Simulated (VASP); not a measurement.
Wanted: the native input for a VASP 6.6.1 run.

| Item | Value |
| --- | --- |
| Task | single point |
| Functional | PBE |
| Potentials or basis | VASP PAW PBE potentials, release 64 (Al, B, H) |
| Cutoff | 520 eV |
| k mesh | 2 × 2 × 1 |
| Occupations | fermi-dirac, width 0.05 eV |
| Spin | no spin polarisation |
| Dipole correction | no |
| Further INCAR settings | LREAL = Auto; ALGO = Normal; EDIFF = 1e-07; NBANDS = 43 |

The structure of Al16BH3 lies in POSCAR:

```
Al16BH3
1.0
    8.1000000000      0.0000000000      0.0000000000
    0.0000000000      5.7275650000      0.0000000000
    0.0000000000      0.0000000000     16.2956740000
Al B H
16 1 3
Direct
    0.2500000000      0.2500015277      0.0613659797
    0.7500000000      0.2500015277      0.0613659797
    0.2500000000      0.7500045831      0.0613659797
    0.7500000000      0.7500045831      0.0613659797
    0.0379259259      0.0026538328      0.1355022198
    0.4516543210      0.0038410738      0.1533413101
   -0.0492469136      0.5482609102      0.1731563849
    0.4864938272      0.5569731640      0.1642644545
    0.2422098765      0.2736415911      0.2294228517
    0.6994567901      0.2533711970      0.2303924342
    0.2070740741      0.7934785550      0.2437456714
    0.7066666667      0.7837187356      0.2615418055
   -0.0562222222      0.0686330055      0.3415078137
    0.4543456790     -0.0052203685      0.3269579399
   -0.0202839506      0.5742754556      0.3392679554
    0.4554444444      0.5305745112      0.3211281718
    0.4314074074      0.2700798681      0.4167977342
    0.3994197531      0.4105409541      0.4714073195
    0.2980864198      0.1845461378      0.4335751930
    0.5486419753      0.1234032263      0.4288438760
```

One way to write it, as run:

INCAR

```
PREC = Accurate ; ENCUT = 520
EDIFF = 1E-7 ; ISMEAR = -1
SIGMA = 0.05 ; LREAL = Auto
LASPH = True ; NELM = 100
ALGO = Normal ; ISIF = 2
LWAVE = False ; LCHARG = False
GGA = PE ; NBANDS = 43
```

KPOINTS

```
regular mesh
0
Gamma
  2 2 1
```

Potentials or basis: VASP PAW PBE potentials, release 64 (Al, B, H).

Command:

```sh
$ cat potpaw_PBE.64/Al/POTCAR potpaw_PBE.64/B/POTCAR potpaw_PBE.64/H/POTCAR > POTCAR
$ mpirun -np 1 vasp_std > vasp.out
```

It gave:

```
Largest force          : 2.198 eV/Å
Band gap on the k mesh : zero (band 27 reaches 0.48 eV, above the bottom of band 28 at -0.11 eV)
```

Caveat: the k points lie up to 0.55 Å⁻¹ apart.

Run time: 3 min on 1 thread of Intel(R) Xeon(R) 6975P-C (Granite Rapids), with other jobs on the host, peak memory 0.71 GiB.
